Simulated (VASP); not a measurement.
# ZrB (I4/mmm) in VASP: notebook

Runs on ZrB. Level: LDA. Tasks: single point.

All numbers are computed with VASP 6.6.1; they aren't measurements. Logs are shortened: lines on timing, memory, paths and dates and some standing lists are left out, and cuts for length are marked.

### Step 1. The cell of the first run

Symmetry: I4/mmm, No. 139, tetragonal system. Conventional cell: a = 3.478 Å, b = 3.478 Å, c = 4.100 Å, α = 90.00°, β = 90.00°, γ = 90.00°. Within 2.7 Å of Zr (site symmetry 4/mmm) lie 6 B at 2.05 to 2.46 Å. B (site symmetry 4/mmm) has 6 Zr at 2.05 to 2.46 Å within 2.7 Å.

### Step 2. Single point, LDA (12.40 Å³/atom)

The input, INCAR:

```
SYSTEM = ZrB
  ALGO = Normal
  EDIFF = 1E-6
  ENCUT = 520
  GGA = CA
  ISIF = 2
  ISMEAR = 0
  LASPH = .TRUE.
  LCHARG = .FALSE.
  LREAL = .FALSE.
  LWAVE = .FALSE.
  NBANDS = 14
  NELM = 100
  PREC = Accurate
  SIGMA = 0.15
```

The input, KPOINTS:

```
k-points
0
G
  18 18 18
  0 0 0
```

The input, POSCAR:

```
ZrB
1.0
    0.0000000000      2.4594216996      2.0501739288
    2.4594216996      0.0000000000      2.0501739288
    2.4594216996      2.4594216996      0.0000000000
Zr B
1 1
Direct
    0.0000000000      0.0000000000      0.0000000000
    0.5000000000      0.5000000000      0.5000000000
```

Potentials or basis: VASP PAW LDA potentials, release 64 (Zr_sv, B).

Launch:

```console
> cat potpaw_LDA.64/Zr_sv/POTCAR potpaw_LDA.64/B/POTCAR > POTCAR
> mpirun -np 1 vasp_std > vasp.out
```

OUTCAR:

```text
SYSTEM = ZrB
   EDIFF = 1E-6
   ENCUT = 520
   GGA = CA
   ISIF = 2
   ISMEAR = 0
   LASPH = .TRUE.
   LREAL = .FALSE.
   NELM = 100
   PREC = Accurate

 ion  position               nearest neighbor table
   1  0.000  0.000  0.000-   2 2.05   2 2.05   2 2.46   2 2.46   2 2.46   2 2.46
   2  0.500  0.500  0.500-   1 2.05   1 2.05   1 2.46   1 2.46   1 2.46   1 2.46

  LATTYP: Found a body centered tetragonal cell.
 ALAT       =     3.4781475232
 C/A-ratio  =     1.1788884256

  Lattice vectors:

 A1 = (   0.0000000000,  -2.4594216996,  -2.0501739288)
 A2 = (   0.0000000000,   2.4594216996,  -2.0501739288)
 A3 = (   2.4594216996,   0.0000000000,   2.0501739288)

Analysis of symmetry for initial positions (statically):
=====================================================================
 Subroutine PRICEL returns:
 Original cell was already a primitive cell.

 Routine SETGRP: Setting up the symmetry group for a
 body centered tetragonal supercell.

 Subroutine GETGRP returns: Found 16 space group operations
 (whereof 16 operations were pure point group operations)
 out of a pool of 16 trial point group operations.

The static configuration has the point symmetry D_4h.

Analysis of symmetry for dynamics (positions and initial velocities):
=====================================================================
 Subroutine PRICEL returns:
 Original cell was already a primitive cell.

 Routine SETGRP: Setting up the symmetry group for a
 body centered tetragonal supercell.

 Subroutine GETGRP returns: Found 16 space group operations
 (whereof 16 operations were pure point group operations)
 out of a pool of 16 trial point group operations.

The dynamic configuration has the point symmetry D_4h.

 Subroutine INISYM returns: Found 16 space group operations
 (whereof 16 operations are pure point group operations),
 and found     1 'primitive' translations

----------------------------------------------------------------------------------------

                                     Primitive cell

  volume of cell :      24.8020

  direct lattice vectors                    reciprocal lattice vectors
     0.000000000  2.459421700  2.050173929    -0.203299825  0.203299825  0.243881747
     2.459421700  0.000000000  2.050173929     0.203299825 -0.203299825  0.243881747
     2.459421700  2.459421700  0.000000000     0.203299825  0.203299825 -0.243881747

  length of vectors
     3.201869491  3.201869491  3.478147523     0.377014514  0.377014514  0.377014514

  position of ions in fractional coordinates (direct lattice)
[... 90 lines left out ...]
   NELECT =      15.0000    total number of electrons
   NUPDOWN=      -1.0000    fix difference up-down
   EMIN   =  10.00;   EMAX   =-10.00  energy-range for DOS
   EFERMI =   0.00;   METHOD = LEGACY
   ISMEAR =     0;   SIGMA  =   0.15  broadening in eV -4-tet -1-fermi 0-gaus
   EFERMI_NEDOS =   21; number of points for ismear=-14 and -15
   IALGO  =     38    algorithm
   IMIX   =      4    mixing-type and parameters
     AMIX     =   0.40;   BMIX     =  1.00
     AMIX_MAG =   1.60;   BMIX_MAG =  1.00
  volume/ion in A,a.u.               =      12.40        83.69
  Fermi-wavevector in a.u.,A,eV,Ry     =   1.384447  2.616226 26.078200  1.916694
  Thomas-Fermi vector in A             =   2.508950
   LORBIT       =      0    0 simple, 1 ext, 2 COOP (PROOUT), +10 PAW based schemes
   GGA     = CA    functional components
   LHFCALC =     F    Hartree Fock is set to
   AEXX    =    0.0000 exact exchange contribution
   IVDW    =     0    specifies the selected vdW correction
   LEPSILON=     F    determine dielectric tensor
   LRPA    =     F    only Hartree local field effects (RPA)
 non-spin polarized calculation
 Gauss-broadening in eV      SIGMA  =   0.15
  energy-cutoff  :      520.00
  volume of cell :       24.80
 maximum number of plane-waves:       693
   NGX = 11   NGY = 11   NGZ = 13

 number of electron      15.0000000 magnetization

 Free energy of the ion-electron system (eV)
  ---------------------------------------------------
  ext. energy  EPLUGINS =         0.00000000
  ---------------------------------------------------
  free energy    TOTEN  =       -16.51102601 eV

  energy without entropy =      -16.49673235  energy(sigma->0) =      -16.50387918

 E-fermi :   9.4635     XC(G=0): -12.4001

 val. band max:        9.4526873773   @ k =  -0.1667   0.2222   0.1111
 cond. band min:       9.4729352191   @ k =   0.1667   0.0000   0.0556
 fundamental gap:      0.0202478418
 Fermi energy:         9.4635275905

 k-point     1 :       0.0000    0.0000    0.0000
  band No.  band energies     occupation
      1     -37.4764      2.00000
      2     -15.6490      2.00000
      3     -15.2574      2.00000
      4     -15.2574      2.00000
      5       0.9088      2.00000
      6      10.3981      0.00000
      7      10.3981      0.00000
      8      11.6990      0.00000
      9      12.3867      0.00000
     10      12.4139      0.00000
     11      12.4139      0.00000
     12      12.5302      0.00000
     13      14.3520      0.00000
     14      20.6244      0.00000
[... 377 lines left out ...]
      1     -37.4147      2.00000
      2     -15.9451      2.00000
      3     -15.4528      2.00000
      4     -15.3568      2.00000
      5       2.2850      2.00000
      6       7.9796      2.00000
      7       8.4529      2.00000
      8       9.8713      0.00012
      9      11.9949      0.00000
     10      13.1931      0.00000
     11      14.3710      0.00000
     12      17.2328      0.00000
     13      17.9328      0.00000
     14      22.3014      0.00000

 [... further k-points ...]

------------------------ aborting loop because EDIFF is reached ----------------------------------------

  FORCE on cell =-STRESS in cart. coord.  units (eV):
  Direction    XX          YY          ZZ          XY          YZ          ZX
  --------------------------------------------------------------------------------------
  -------------------------------------------------------------------------------------
  Total        1.4391401      1.4391401     12.8031306      0.0000000      0.0000000      0.0000000
  in kB       92.9666028     92.9666028    827.0657880      0.0000000      0.0000000      0.0000000
  external PRESSURE =     337.6663312 kB  Pullay stress =       0.0000000 kB

 VOLUME and BASIS-vectors are now :
 -----------------------------------------------------------------------------
  energy-cutoff  :      520.00
  volume of cell :       24.80
      direct lattice vectors                 reciprocal lattice vectors
     0.000000000  2.459421700  2.050173929    -0.203299825  0.203299825  0.243881747
     2.459421700  0.000000000  2.050173929     0.203299825 -0.203299825  0.243881747
     2.459421700  2.459421700  0.000000000     0.203299825  0.203299825 -0.243881747

 POSITION                                       TOTAL-FORCE (eV/Angst)
 -----------------------------------------------------------------------------------
      0.00000      0.00000      0.00000        -0.000000      0.000000     -0.000000
      2.45942      2.45942      2.05017         0.000000      0.000000      0.000000
 -----------------------------------------------------------------------------------
    total drift:                                0.000000     -0.000000     -0.000000

  FREE ENERGIE OF THE ION-ELECTRON SYSTEM (eV)
  ---------------------------------------------------
  free  energy   TOTEN  =       -16.5110260073 eV

  energy  without entropy=      -16.4967323491  energy(sigma->0) =      -16.50387918
```

stdout:

```text
POSCAR found type information on POSCAR ZrB
 POSCAR found :  2 types and       2 ions
 scaLAPACK will be used
 LDA part: xc-table for (Slater(with rela. corr.)+CA(PZ))
 , standard interpolation
 POSCAR, INCAR and KPOINTS ok, starting setup
 FFT: planning ... GRIDC
 FFT: planning ... GRID_SOFT
 FFT: planning ... GRID
 WAVECAR not read
 entering main loop
```

Wall time 46 s (1 thread of Intel Xeon 6975P-C (Granite Rapids), shared host); peak memory 0.27 GiB.

Results:

```yaml
Free_energy: -16.5110 eV
Pressure: 33.8 GPa
Band_gap_on_the_k_mesh: zero (an odd number of electrons rules out a gap without spin polarisation)
```

Caveat: the cell stands under pressure.

### Step 3. Single point, LDA (12.40 Å³/atom)

The input, INCAR:

```
PREC     = Accurate       # precision mode
ENCUT    = 520            # plane-wave cutoff, eV
EDIFF    = 1E-7           # SCF threshold, eV
ISMEAR   = 0              # smearing method
SIGMA    = 0.15           # smearing width, eV
LREAL    = False          # projectors in reciprocal space
LASPH    = True           # aspherical terms in the spheres
NELM     = 100            # most SCF steps
ALGO     = Normal         # electronic algorithm
ISIF     = 2              # what is computed and relaxed
LWAVE    = False          # write WAVECAR
LCHARG   = False          # write CHGCAR
NBANDS   = 14             # bands
```

The input, KPOINTS:

```
regular mesh
0
Gamma
  18 18 18
```

The input, POSCAR:

```
ZrB
1.0
    0.0000000000      2.1784123149      2.6132234129
    2.1784123149      0.0000000000      2.6132234129
    2.1784123149      2.1784123149      0.0000000000
Zr B
1 1
Direct
    0.0000000000      0.0000000000      0.0000000000
    0.5000000000      0.5000000000      0.5000000000
```

Potentials or basis: VASP PAW LDA potentials, release 64 (Zr_sv, B).

Launch:

```console
> cat potpaw_LDA.64/Zr_sv/POTCAR potpaw_LDA.64/B/POTCAR > POTCAR
> mpirun -np 1 vasp_std > vasp.out
```

Wall time 64 s (1 thread of Intel Xeon 6975P-C (Granite Rapids), shared host); peak memory 0.27 GiB.

It converged, with:

```
Free energy            : -16.4711 eV
Pressure               : 37.4 GPa
Band gap on the k mesh : zero (an odd number of electrons rules out a gap without spin polarisation)
```

Stress tensor (GPa, compression positive):
```
 63.11   0.00   0.00
  0.00  63.11   0.00
  0.00   0.00 -13.99
```

Levels at points of the mesh, in eV from the Fermi level:
| k point | band 4 | band 5 | band 6 | band 7 | band 8 | band 9 | band 10 | band 11 | band 12 | band 13 |
| --- | --- | --- | --- | --- | --- | --- | --- | --- | --- | --- |
| (0.00, 0.00, 0.00) | -24.47 | -8.32 | 0.43 | 1.82 | 2.60 | 2.60 | 2.92 | 4.16 | 4.16 | 4.57 |
| (0.50, 0.00, 0.00) | -24.42 | -4.36 | -3.23 | -2.16 | -1.56 | 5.36 | 6.21 | 7.78 | 7.91 | 10.85 |
| (0.50, 0.50, 0.00) | -24.66 | -6.69 | -1.58 | -1.28 | 3.35 | 3.35 | 5.39 | 6.61 | 6.61 | 9.21 |
| (0.50, 0.00, 0.50) | -24.70 | -6.65 | -1.26 | 0.63 | 1.73 | 2.79 | 4.96 | 5.35 | 7.92 | 11.74 |

Caveat: the cell stands under pressure.

### Step 4. Single point, LDA (12.40 Å³/atom)

The input, INCAR:

```
  PREC = Accurate
  ENCUT = 520
  EDIFF = 1E-7
  ISMEAR = 0
  SIGMA = 0.15
  LREAL = F
  LASPH = T
  NELM = 60
  ALGO = Normal
  ISIF = 2
  LWAVE = F
  LCHARG = F
  GGA = CA
  NBANDS = 14
```

The input, KPOINTS:

```
Automatic mesh
0
Gamma
  18 18 18
```

The input, POSCAR:

```
ZrB
1.0
    0.0000000000      2.3619660160      2.2228462177
    2.3619660160      0.0000000000      2.2228462177
    2.3619660160      2.3619660160      0.0000000000
Zr B
1 1
Direct
    0.0000000000      0.0000000000      0.0000000000
    0.5000000000      0.5000000000      0.5000000000
```

Potentials or basis: VASP PAW LDA potentials, release 64 (Zr_sv, B).

Launch:

```console
> cat potpaw_LDA.64/Zr_sv/POTCAR potpaw_LDA.64/B/POTCAR > POTCAR
> mpirun -np 1 vasp_std > vasp.out
```

OUTCAR:

```text
PREC = Accurate
   ENCUT = 520
   EDIFF = 1E-7
   ISMEAR = 0
   LREAL = F
   LASPH = T
   NELM = 60
   ISIF = 2
   GGA = CA

 ion  position               nearest neighbor table
   1  0.000  0.000  0.000-   2 2.22   2 2.22   2 2.36   2 2.36   2 2.36   2 2.36
   2  0.500  0.500  0.500-   1 2.22   1 2.22   1 2.36   1 2.36   1 2.36   1 2.36

  LATTYP: Found a body centered tetragonal cell.
 ALAT       =     3.3403243737
 C/A-ratio  =     1.3309163836

  Lattice vectors:

 A1 = (   0.0000000000,  -2.3619660160,  -2.2228462177)
 A2 = (   0.0000000000,   2.3619660160,  -2.2228462177)
 A3 = (   2.3619660160,   0.0000000000,   2.2228462177)

Analysis of symmetry for initial positions (statically):
=====================================================================
 Subroutine PRICEL returns:
 Original cell was already a primitive cell.

 Routine SETGRP: Setting up the symmetry group for a
 body centered tetragonal supercell.

 Subroutine GETGRP returns: Found 16 space group operations
 (whereof 16 operations were pure point group operations)
 out of a pool of 16 trial point group operations.

The static configuration has the point symmetry D_4h.

Analysis of symmetry for dynamics (positions and initial velocities):
=====================================================================
 Subroutine PRICEL returns:
 Original cell was already a primitive cell.

 Routine SETGRP: Setting up the symmetry group for a
 body centered tetragonal supercell.

 Subroutine GETGRP returns: Found 16 space group operations
 (whereof 16 operations were pure point group operations)
 out of a pool of 16 trial point group operations.

The dynamic configuration has the point symmetry D_4h.

 Subroutine INISYM returns: Found 16 space group operations
 (whereof 16 operations are pure point group operations),
 and found     1 'primitive' translations

----------------------------------------------------------------------------------------

                                     Primitive cell

[... 119 lines left out ...]
   LEPSILON=     F    determine dielectric tensor
   LRPA    =     F    only Hartree local field effects (RPA)
 non-spin polarized calculation
 Gauss-broadening in eV      SIGMA  =   0.15
  energy-cutoff  :      520.00
  volume of cell :       24.80
 maximum number of plane-waves:       684
   NGX = 13   NGY = 13   NGZ = 13

 number of electron      15.0000000 magnetization

 Free energy of the ion-electron system (eV)
  ---------------------------------------------------
  ext. energy  EPLUGINS =         0.00000000
  ---------------------------------------------------
  free energy    TOTEN  =       -17.14852385 eV

  energy without entropy =      -17.13516020  energy(sigma->0) =      -17.14184203

 E-fermi :   9.0864     XC(G=0): -12.4469

 val. band max:        9.0840523688   @ k =   0.2778   0.1667   0.1111
 cond. band min:       9.0884679191   @ k =  -0.2222   0.3333   0.2222
 fundamental gap:      0.0044155503
 Fermi energy:         9.0864095414

 k-point     1 :       0.0000    0.0000    0.0000
  band No.  band energies     occupation
      1     -37.3994      2.00000
      2     -15.3296      2.00000
      3     -15.2513      2.00000
      4     -15.2513      2.00000
      5       0.8362      2.00000
      6      10.7267      0.00000
      7      10.7267      0.00000
      8      11.4265      0.00000
      9      12.4457      0.00000
     10      12.7313      0.00000
     11      12.7313      0.00000
     12      12.9964      0.00000
     13      13.2579      0.00000
     14      20.3162      0.00000
[... 377 lines left out ...]
      1     -37.3366      2.00000
      2     -15.7615      2.00000
      3     -15.3721      2.00000
      4     -15.3082      2.00000
      5       2.2943      2.00000
      6       8.2119      2.00000
      7       8.7440      1.99875
      8       9.3229      0.02576
      9      12.1049      0.00000
     10      13.0274      0.00000
     11      14.1621      0.00000
     12      17.8530      0.00000
     13      18.2681      0.00000
     14      22.3105      0.00000

 [... further k-points ...]

------------------------ aborting loop because EDIFF is reached ----------------------------------------

  FORCE on cell =-STRESS in cart. coord.  units (eV):
  Direction    XX          YY          ZZ          XY          YZ          ZX
  --------------------------------------------------------------------------------------
  -------------------------------------------------------------------------------------
  Total        3.1682631      3.1682631      7.5486714      0.0000000     -0.0000000     -0.0000000
  in kB      204.6657223    204.6657223    487.6344752      0.0000000     -0.0000000     -0.0000000
  external PRESSURE =     298.9886400 kB  Pullay stress =       0.0000000 kB

 VOLUME and BASIS-vectors are now :
 -----------------------------------------------------------------------------
  energy-cutoff  :      520.00
  volume of cell :       24.80
      direct lattice vectors                 reciprocal lattice vectors
     0.000000000  2.361966016  2.222846218    -0.211688058  0.211688058  0.224936838
     2.361966016  0.000000000  2.222846218     0.211688058 -0.211688058  0.224936838
     2.361966016  2.361966016  0.000000000     0.211688058  0.211688058 -0.224936838

 POSITION                                       TOTAL-FORCE (eV/Angst)
 -----------------------------------------------------------------------------------
      0.00000      0.00000      0.00000         0.000000      0.000000      0.000000
      2.36197      2.36197      2.22285         0.000000      0.000000     -0.000000
 -----------------------------------------------------------------------------------
    total drift:                                0.000000     -0.000000     -0.000000

  FREE ENERGIE OF THE ION-ELECTRON SYSTEM (eV)
  ---------------------------------------------------
  free  energy   TOTEN  =       -17.1485238529 eV

  energy  without entropy=      -17.1351601974  energy(sigma->0) =      -17.14184203
```

Wall time 46 s (1 thread of Intel Xeon 6975P-C (Granite Rapids), shared host); peak memory 0.27 GiB.

What came out:

```yaml
Free_energy: -17.1485 eV
Pressure: 29.9 GPa
Band_gap_on_the_k_mesh: zero (an odd number of electrons rules out a gap without spin polarisation)
```

Caveat: the cell stands under pressure.

### Step 5. Summary

| cell | gap on the mesh (eV) | pressure (GPa) |
| --- | --- | --- |
| a = 3.202, b = 3.202, c = 3.478 Å, angles 57.1, 57.1, 65.8°, 2 atoms | none | 33.8 |
| a = 3.402, b = 3.402, c = 3.081 Å, angles 63.1, 63.1, 53.8°, 2 atoms | none | 37.4 |
| a = 3.243, b = 3.243, c = 3.340 Å, angles 59.0, 59.0, 62.0°, 2 atoms | none | 29.9 |

Alike in all rows: task single point; level LDA; potentials or basis VASP PAW LDA potentials, release 64 (Zr_sv, B); no spin polarisation; k mesh 18 × 18 × 18; cutoff (eV) 520; smearing gaussian 0.15 eV.

Caveats: the cell stands under pressure.

Total energies depend on the potentials used, so only differences within one code and one set of settings carry meaning.
